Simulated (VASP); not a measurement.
# Pd (P6_3/mmc) in VASP: further runs

Pd is run at these levels: r2SCAN; tasks: single point.

Everything below comes from runs of VASP 6.6.1. Logs are shortened: lines on timing, memory, paths and dates and some standing lists are left out, and cuts for length are marked.

### 1 The cell of the first run

The structure is hexagonal, space group P6_3/mmc (No. 194). Conventional cell: a = 2.711 Å, b = 2.711 Å, c = 4.536 Å, α = 90.00°, β = 90.00°, γ = 120.00°. Pd (site symmetry -6m2) has 12 Pd at 2.71 to 2.76 Å within 3.6 Å.

### 2 Single point, r2SCAN, collinear spin, ferromagnetic start (volume scaled by 0.96)

The input, POSCAR:

```
Pd
1.0
    2.7112824731      0.0000000000      0.0000000000
   -1.3556412366      2.3480394986      0.0000000000
    0.0000000000      0.0000000000      4.5363593555
Pd
2
Direct
    0.3333333333      0.6666666667      0.2500000000
    0.6666666667      0.3333333333      0.7500000000
```

The input, INCAR.step1:

```
SYSTEM = Pd
  ALGO = Normal
  EDIFF = 1E-4
  ENCUT = 520
  GGA = PE
  ISMEAR = -1
  ISPIN = 2
  LASPH = .True.
  LCHARG = .False.
  LMAXMIX = 4
  LREAL = .False.
  LWAVE = .True.
  MAGMOM = 0.44 0.44
  NBANDS = 21
  NELM = 150
  PREC = Accurate
  SIGMA = 0.05
```

The input, INCAR.step2:

```
SYSTEM = Pd
  ALGO = Normal
  EDIFF = 1E-6
  ENCUT = 520
  ISIF = 2
  ISMEAR = -1
  ISPIN = 2
  ISTART = 1
  LASPH = .True.
  LCHARG = .False.
  LMAXMIX = 4
  LMIXTAU = .True.
  LORBIT = 11
  LREAL = .False.
  LWAVE = .False.
  MAGMOM = 0.44 0.44
  METAGGA = R2SCAN
  NBANDS = 21
  NELM = 150
  PREC = Accurate
  SIGMA = 0.05
```

The input, KPOINTS:

```
k-points
0
Gamma
  15 15 8
  0 0 0
```

Potentials or basis: VASP PAW PBE potentials, release 64 (Pd).

Launch:

```sh
$ cat potpaw_PBE.64/Pd/POTCAR > POTCAR
$ cp INCAR.step1 INCAR
$ mpirun -np 1 vasp_std > vasp.out
$ cp INCAR.step2 INCAR
$ mpirun -np 1 vasp_std > vasp.out
```

OUTCAR:

```text
SYSTEM = Pd
   EDIFF = 1E-6
   ENCUT = 520
   ISIF = 2
   ISMEAR = -1
   ISPIN = 2
   ISTART = 1
   LASPH = .True.
   LORBIT = 11
   LREAL = .False.
   METAGGA = R2SCAN
   NELM = 150
   PREC = Accurate

 ion  position               nearest neighbor table
   1  0.333  0.667  0.250-   2 2.76   2 2.76   2 2.76   2 2.76   2 2.76   2 2.76
   2  0.667  0.333  0.750-   1 2.76   1 2.76   1 2.76   1 2.76   1 2.76   1 2.76

  LATTYP: Found a hexagonal cell.
 ALAT       =     2.7112824731
 C/A-ratio  =     1.6731415485

  Lattice vectors:

 A1 = (   2.7112824731,   0.0000000000,   0.0000000000)
 A2 = (  -1.3556412366,   2.3480394986,   0.0000000000)
 A3 = (   0.0000000000,   0.0000000000,   4.5363593555)

Analysis of symmetry for initial positions (statically):
=====================================================================
 Subroutine PRICEL returns:
 Original cell was already a primitive cell.

 Routine SETGRP: Setting up the symmetry group for a
 hexagonal supercell.

 Subroutine GETGRP returns: Found 24 space group operations
 (whereof 12 operations were pure point group operations)
 out of a pool of 24 trial point group operations.

The static configuration has the point symmetry D_3d.
 The point group associated with its full space group is D_6h.

Analysis of symmetry for dynamics (positions and initial velocities):
=====================================================================
 Subroutine PRICEL returns:
 Original cell was already a primitive cell.

 Routine SETGRP: Setting up the symmetry group for a
 hexagonal supercell.

 Subroutine GETGRP returns: Found 24 space group operations
 (whereof 12 operations were pure point group operations)
 out of a pool of 24 trial point group operations.

The dynamic configuration has the point symmetry D_3d.
 The point group associated with its full space group is D_6h.

Analysis of structural, dynamic, and magnetic symmetry:
=====================================================================
 Subroutine PRICEL returns:
 Original cell was already a primitive cell.

 Routine SETGRP: Setting up the symmetry group for a
 hexagonal supercell.

 Subroutine GETGRP returns: Found 24 space group operations
 (whereof 12 operations were pure point group operations)
 out of a pool of 24 trial point group operations.

The overall configuration has the point symmetry D_3d.
 The point group associated with its full space group is D_6h.

 Subroutine INISYM returns: Found 24 space group operations
 (whereof 12 operations are pure point group operations),
 and found     1 'primitive' translations

----------------------------------------------------------------------------------------

                                     Primitive cell

  volume of cell :      28.8794

  direct lattice vectors                    reciprocal lattice vectors
     2.711282473  0.000000000  0.000000000     0.368829146  0.212943607  0.000000000
    -1.355641237  2.348039499  0.000000000     0.000000000  0.425887214  0.000000000
     0.000000000  0.000000000  4.536359356     0.000000000  0.000000000  0.220441090

  length of vectors
     2.711282473  2.711282473  4.536359356     0.425887214  0.425887214  0.220441090

  position of ions in fractional coordinates (direct lattice)
     0.333333333  0.666666667  0.250000000
     0.666666667  0.333333333  0.750000000

  ion indices of the primitive-cell ions
   primitive index   ion index
                 1           1
                 2           2

----------------------------------------------------------------------------------------

 KPOINTS: k-points

Automatic generation of k-mesh.
 Grid dimensions read from file:
 generate k-points for:   15   15    8

 Generating k-lattice:

  Cartesian coordinates                     Fractional coordinates (reciprocal lattice)
     0.024588610  0.014196240  0.000000000     0.066666667  0.000000000  0.000000000
     0.000000000  0.028392481  0.000000000     0.000000000  0.066666667  0.000000000
     0.000000000  0.000000000  0.027555136     0.000000000  0.000000000  0.125000000

  Length of vectors
     0.028392481  0.028392481  0.027555136

  Shift w.r.t. Gamma in fractional coordinates (k-lattice)
     0.000000000  0.000000000  0.000000000

 Subroutine IBZKPT returns following result:
 ===========================================

 Found    135 irreducible k-points:

 Following reciprocal coordinates:
            Coordinates               Weight
  0.000000  0.000000  0.000000      1.000000
  0.066667  0.000000  0.000000      6.000000
  0.133333  0.000000  0.000000      6.000000
  0.200000  0.000000  0.000000      6.000000
  0.266667  0.000000  0.000000      6.000000
  0.333333 -0.000000  0.000000      6.000000
[... 16 lines left out ...]
  0.333333  0.200000  0.000000     12.000000
  0.400000  0.200000  0.000000      6.000000
 [... further k-points ...]
   k-points           NKPTS =    135   k-points in BZ     NKDIM =    135   number of bands    NBANDS=     21
   number of dos      NEDOS =    301   number of ions     NIONS =      2
   total plane-waves  NPLWV =  14400
   dimension x,y,z NGX =    20 NGY =   20 NGZ =   36
   dimension x,y,z NGXF=    40 NGYF=   40 NGZF=   72
   ions per type =               2
   NGX,Y,Z   is equivalent  to a cutoff of  12.26, 12.26, 13.19 a.u.
   NGXF,Y,Z  is equivalent  to a cutoff of  24.53, 24.53, 26.39 a.u.
 SYSTEM =  Pd
   PREC   = accura    normal or accurate (medium, high low for compatibility)
   ISTART =      1    job   : 0-new  1-cont  2-samecut
   ICHARG =      0    charge: 1-file 2-atom 10-const
   ISPIN  =      2    spin polarized calculation?
   LNONCOLLINEAR =      F non collinear calculations
   LSORBIT =      F    spin-orbit coupling
   LASPH  =      T    aspherical Exc in radial PAW
   ENCUT  =  520.0 eV  38.22 Ry    6.18 a.u.   5.04  5.04  8.43*2*pi/ulx,y,z
   NELM   =    150;   NELMIN=  2; NELMDL=  0     # of ELM steps
   EDIFF  = 0.1E-05   stopping-criterion for ELM
   LREAL  =      F    real-space projection
   EDIFFG = 0.1E-04   stopping-criterion for IOM
   NSW    =      0    number of steps for IOM
   IBRION =     -1    ionic relax: 0-MD 1-quasi-New 2-CG
   NFREE  =      0    steps in history (QN), initial steepest desc. (CG)
   ISIF   =      2    stress and relaxation
   ISYM   =      2    0-nonsym 1-usesym 2-fastsym
   POTIM  = 0.5000    time-step for ionic-motion
   TEBEG  =    0.0;   TEEND  =   0.0 temperature during run
   PSTRESS=    0.0 pullay stress
   NELECT =      20.0000    total number of electrons
   NUPDOWN=      -1.0000    fix difference up-down
   EMIN   =  10.00;   EMAX   =-10.00  energy-range for DOS
   EFERMI =   0.00;   METHOD = LEGACY
   ISMEAR =    -1;   SIGMA  =   0.05  broadening in eV -4-tet -1-fermi 0-gaus
   EFERMI_NEDOS =   21; number of points for ismear=-14 and -15
   IALGO  =     38    algorithm
   IMIX   =      4    mixing-type and parameters
     AMIX     =   0.40;   BMIX     =  1.00
     AMIX_MAG =   1.60;   BMIX_MAG =  1.00
  volume/ion in A,a.u.               =      14.44        97.44
  Fermi-wavevector in a.u.,A,eV,Ry     =   1.448401  2.737082 28.543211  2.097867
  Thomas-Fermi vector in A             =   2.566247
   LORBIT       =     11    0 simple, 1 ext, 2 COOP (PROOUT), +10 PAW based schemes
   METAGGA = R2SCAN    functional components
   LHFCALC =     F    Hartree Fock is set to
   AEXX    =    0.0000 exact exchange contribution
   IVDW    =     0    specifies the selected vdW correction
   LEPSILON=     F    determine dielectric tensor
   LRPA    =     F    only Hartree local field effects (RPA)
 spin polarized calculation
  energy-cutoff  :      520.00
  volume of cell :       28.88
 maximum number of plane-waves:       801
   NGX = 11   NGY = 11   NGZ = 17

 number of electron      19.9999994 magnetization       0.8167714

 Free energy of the ion-electron system (eV)
  ---------------------------------------------------
  ext. energy  EPLUGINS =         0.00000000
  ---------------------------------------------------
  free energy    TOTEN  =       -45.83390746 eV

  energy without entropy =      -45.81196064  energy(sigma->0) =      -45.82293405

 E-fermi :  10.0448     XC(G=0): -14.2856

 val. band max:       10.0264734126   @ k =   0.4000   0.0667   0.3750
 cond. band min:      10.0488750850   @ k =   0.2667   0.1333   0.2500
 fundamental gap:      0.0224016724
 Fermi energy:        10.0448275862

 spin component 1

 k-point     1 :       0.0000    0.0000    0.0000
  band No.  band energies     occupation
      1       2.6214      1.00000
      2       4.2107      1.00000
      3       6.5654      1.00000
      4       6.8359      1.00000
      5       6.8359      1.00000
      6       7.2008      1.00000
[... 13 lines left out ...]
     20      33.7782      0.00000
     21      35.7313      0.00000

 k-point     2 :       0.0667    0.0000    0.0000
  band No.  band energies     occupation
      1       2.7763      1.00000
      2       4.3210      1.00000
      3       6.4902      1.00000
      4       6.8959      1.00000
      5       6.9409      1.00000
      6       7.1501      1.00000
[... 13 lines left out ...]
     20      32.8481      0.00000
     21      34.0478      0.00000

 k-point     3 :       0.1333    0.0000    0.0000
  band No.  band energies     occupation
      1       3.2171      1.00000
      2       4.6074      1.00000
      3       6.3050      1.00000
      4       6.9391      1.00000
      5       7.1824      1.00000
      6       7.2462      1.00000
[... 13 lines left out ...]
     20      32.0104      0.00000
     21      32.6533      0.00000
[... 457 lines left out ...]
 k-point    23 :       0.3333    0.2000    0.0000
  band No.  band energies     occupation
      1       5.0083      1.00000
      2       5.1090      1.00000
      3       5.4737      1.00000
      4       6.6216      1.00000
      5       6.7745      1.00000
      6       7.1005      1.00000
[... 13 lines left out ...]
     20      31.9154      0.00000
     21      31.9280      0.00000

 k-point    24 :       0.4000    0.2000    0.0000
  band No.  band energies     occupation
      1       4.9428      1.00000
      2       5.0549      1.00000
      3       5.4655      1.00000
      4       6.6715      1.00000
      5       6.9419      1.00000
      6       6.9706      1.00000
[... 13 lines left out ...]
     20      31.9139      0.00000
     21      31.9260      0.00000

 [... further k-points ...]

 spin component 2

 k-point     1 :       0.0000    0.0000    0.0000
  band No.  band energies     occupation
      1       2.5963      1.00000
      2       4.5095      1.00000
      3       7.0492      1.00000
      4       7.2673      1.00000
      5       7.2673      1.00000
      6       7.6457      1.00000
[... 13 lines left out ...]
     20      33.8626      0.00000
     21      35.7706      0.00000

 k-point     2 :       0.0667    0.0000    0.0000
  band No.  band energies     occupation
      1       2.7516      1.00000
      2       4.6236      1.00000
      3       6.9467      1.00000
      4       7.3509      1.00000
      5       7.3744      1.00000
      6       7.5915      1.00000
[... 13 lines left out ...]
     20      33.0388      0.00000
     21      34.0561      0.00000

 k-point     3 :       0.1333    0.0000    0.0000
  band No.  band energies     occupation
      1       3.1961      1.00000
      2       4.9217      1.00000
      3       6.7304      1.00000
      4       7.3812      1.00000
      5       7.6463      1.00000
      6       7.6863      1.00000
[... 13 lines left out ...]
     20      32.9464      0.00000
     21      33.0052      0.00000
[... 457 lines left out ...]
 k-point    23 :       0.3333    0.2000    0.0000
  band No.  band energies     occupation
      1       5.2493      1.00000
      2       5.4516      1.00000
      3       5.7620      1.00000
      4       6.9175      1.00000
      5       7.0510      1.00000
      6       7.3922      1.00000
[... 13 lines left out ...]
     20      32.9835      0.00000
     21      32.9979      0.00000

 k-point    24 :       0.4000    0.2000    0.0000
  band No.  band energies     occupation
      1       5.1845      1.00000
      2       5.3952      1.00000
      3       5.7553      1.00000
      4       6.9704      1.00000
      5       7.2382      1.00000
      6       7.2559      1.00000
[... 13 lines left out ...]
     20      32.9821      0.00000
     21      32.9966      0.00000

 [... further k-points ...]
[... 5 lines left out ...]
  --------------------------------------------------------------------------------------
  -------------------------------------------------------------------------------------
  Total        1.6848349      1.6848349      1.5129959     -0.0000000      0.0000000      0.0000000
  in kB       93.4717357     93.4717357     83.9384087     -0.0000000      0.0000000      0.0000000
  external PRESSURE =      90.2939601 kB  Pullay stress =       0.0000000 kB

 VOLUME and BASIS-vectors are now :
 -----------------------------------------------------------------------------
  energy-cutoff  :      520.00
  volume of cell :       28.88
      direct lattice vectors                 reciprocal lattice vectors
     2.711282473  0.000000000  0.000000000     0.368829146  0.212943607  0.000000000
    -1.355641237  2.348039499  0.000000000     0.000000000  0.425887214  0.000000000
     0.000000000  0.000000000  4.536359356     0.000000000  0.000000000  0.220441090

 POSITION                                       TOTAL-FORCE (eV/Angst)
 -----------------------------------------------------------------------------------
     -0.00000      1.56536      1.13409         0.000000      0.000000     -0.000000
      1.35564      0.78268      3.40227        -0.000000      0.000000      0.000000
 -----------------------------------------------------------------------------------
    total drift:                                0.000000     -0.000000      0.000000

  FREE ENERGIE OF THE ION-ELECTRON SYSTEM (eV)
  ---------------------------------------------------
  free  energy   TOTEN  =       -45.8339074640 eV

  energy  without entropy=      -45.8119606408  energy(sigma->0) =      -45.82293405

 total charge

# of ion       s       p       d       tot
------------------------------------------
    1        0.523   0.484   8.521   9.528
    2        0.523   0.484   8.521   9.528
--------------------------------------------------
tot          1.047   0.967  17.043  19.056

 magnetization (x)

# of ion       s       p       d       tot
------------------------------------------
    1       -0.001  -0.016   0.429   0.413
    2       -0.001  -0.016   0.429   0.413
--------------------------------------------------
tot         -0.002  -0.031   0.859   0.826
```

Wall time 8.1 min (1 thread of Intel Xeon Platinum 8259CL at 2.50GHz (Skylake/Cascade Lake), shared host); peak memory 0.24 GiB.

What came out:

* Free energy: -45.8339 eV
* Pressure: 9.0 GPa
* Net moment: 0.82 μB per cell
* Site moments: Pd +0.41 μB
* Valence electrons inside the program's atomic spheres: Pd 9.53

Levels at points of the mesh, in eV from the Fermi level:
Spin up:
| k point | band 7 | band 8 | band 9 | band 10 | band 11 | band 12 | band 13 | band 14 |
| --- | --- | --- | --- | --- | --- | --- | --- | --- |
| (0.00, 0.00, 0.00) | -2.84 | -2.04 | -2.04 | -0.54 | -0.54 | 0.97 | 7.28 | 18.04 |
| (0.00, 0.00, 0.50) | -3.25 | -3.25 | -1.03 | -1.03 | -1.03 | -1.03 | 14.75 | 14.75 |
Spin down:
| k point | band 7 | band 8 | band 9 | band 10 | band 11 | band 12 | band 13 | band 14 |
| --- | --- | --- | --- | --- | --- | --- | --- | --- |
| (0.00, 0.00, 0.00) | -2.40 | -1.69 | -1.69 | -0.16 | -0.16 | 0.92 | 7.58 | 18.01 |
| (0.00, 0.00, 0.50) | -2.83 | -2.83 | -0.65 | -0.65 | -0.65 | -0.65 | 14.86 | 14.86 |

Caveat: the cell differs from its parent crystal (volume scaled by 0.96); the PAW data sets were made with another functional, which shifts forces and pressure a little.

### 3 Single point, r2SCAN, collinear spin, ferromagnetic start

This run uses another cell than the first one, of 15.04 Å³/atom, 1.042 times its volume.

The input, POSCAR:

```
Pd
1.0
    2.7484279448      0.0000000000      0.0000000000
   -1.3742139724      2.3802084206      0.0000000000
    0.0000000000      0.0000000000      4.5985089874
Pd
2
Direct
    0.3333333333      0.6666666667      0.2500000000
    0.6666666667      0.3333333333      0.7500000000
```

The input, INCAR.step1:

```
ALGO = Normal
EDIFF = 1E-4
ENCUT = 520
GGA = PE
ISMEAR = -1
ISPIN = 2
LASPH = T
LCHARG = F
LMAXMIX = 4
LREAL = F
LWAVE = T
MAGMOM = 0.44 0.44
NBANDS = 21
NELM = 150
PREC = Accurate
SIGMA = 0.05
```

The input, INCAR.step2:

```
ALGO = Normal
EDIFF = 1E-6
ENCUT = 520
ISIF = 2
ISMEAR = -1
ISPIN = 2
ISTART = 1
LASPH = T
LCHARG = F
LMAXMIX = 4
LMIXTAU = T
LORBIT = 11
LREAL = F
LWAVE = F
MAGMOM = 0.44 0.44
METAGGA = R2SCAN
NBANDS = 21
NELM = 150
PREC = Accurate
SIGMA = 0.05
```

The input, KPOINTS:

```
k-points
0
Gamma
  15 15 8
```

Potentials or basis: VASP PAW PBE potentials, release 64 (Pd).

Launch:

```sh
$ cat potpaw_PBE.64/Pd/POTCAR > POTCAR
$ cp INCAR.step1 INCAR
$ mpirun -np 1 vasp_std > vasp.out
$ cp INCAR.step2 INCAR
$ mpirun -np 1 vasp_std > vasp.out
```

Wall time 8.9 min (1 thread of Intel Xeon Platinum 8259CL at 2.50GHz (Skylake/Cascade Lake), shared host); peak memory 0.24 GiB.

The run converged. Its results:

| Item | Value |
| --- | --- |
| Free energy | -45.8690 eV |
| Pressure | 0.5 GPa |
| Net moment | 0.82 μB per cell |
| Site moments | Pd +0.42 μB |
| Valence electrons inside the program's atomic spheres | Pd 9.44 |

Stress tensor (GPa, compression positive):
```
0.71 0.00 0.00
0.00 0.71 0.00
0.00 0.00 0.22
```

Levels at points of the mesh, in eV from the Fermi level:
Spin up:
| k point | band 7 | band 8 | band 9 | band 10 | band 11 | band 12 | band 13 | band 14 |
| --- | --- | --- | --- | --- | --- | --- | --- | --- |
| (0.00, 0.00, 0.00) | -2.69 | -1.93 | -1.93 | -0.53 | -0.53 | 1.07 | 6.95 | 17.98 |
| (0.00, 0.00, 0.50) | -3.06 | -3.06 | -1.00 | -1.00 | -1.00 | -1.00 | 14.40 | 14.40 |
Spin down:
| k point | band 7 | band 8 | band 9 | band 10 | band 11 | band 12 | band 13 | band 14 |
| --- | --- | --- | --- | --- | --- | --- | --- | --- |
| (0.00, 0.00, 0.00) | -2.24 | -1.58 | -1.58 | -0.15 | -0.15 | 1.02 | 7.25 | 17.94 |
| (0.00, 0.00, 0.50) | -2.64 | -2.64 | -0.61 | -0.61 | -0.61 | -0.61 | 14.50 | 14.50 |

Caveat: the PAW data sets were made with another functional, which shifts forces and pressure a little.

(Part 1 of 2 ends here.)
